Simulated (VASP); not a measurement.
Set up this calculation in VASP 6.6.1, as the native input.

| Quantity | Value |
| --- | --- |
| Task | single point |
| Functional | PBE |
| Potentials or basis | VASP PAW PBE potentials, release 64 (Rb_sv) |
| Cutoff | 520 eV |
| k mesh | 6 × 6 × 6 |
| Occupations | fermi-dirac, width 0.1 eV |
| Spin | no spin polarisation |
| Dipole correction | no |
| Further INCAR settings | ALGO = Normal; EDIFF = 1e-06; NBANDS = 10 |

The structure of Rb lies in POSCAR:

```
Rb
1.0
   -2.8398328372      2.8398328372      2.8398328372
    2.8398328372     -2.8398328372      2.8398328372
    2.8398328372      2.8398328372     -2.8398328372
Rb
1
Direct
    0.0000000000      0.0000000000      0.0000000000
```

One way to write it, as run:

INCAR

```
ALGO = Normal
EDIFF = 1E-6
ENCUT = 520
GGA = PE
ISIF = 2
ISMEAR = -1
LASPH = T
LCHARG = F
LREAL = F
LWAVE = F
NBANDS = 10
NELM = 100
PREC = Accurate
SIGMA = 0.1
```

KPOINTS

```
k-points
0
Gamma
  6 6 6
```

Potentials or basis: VASP PAW PBE potentials, release 64 (Rb_sv).

The run is started by

```sh
$ cat potpaw_PBE.64/Rb_sv/POTCAR > POTCAR
$ mpirun -np 1 vasp_std > vasp.out
```

It gave:

* Pressure: 0.0 GPa

Run time: 9.9 s on 1 thread of Intel(R) Xeon(R) 6975P-C (Granite Rapids) (shared host), peak memory 0.22 GiB.
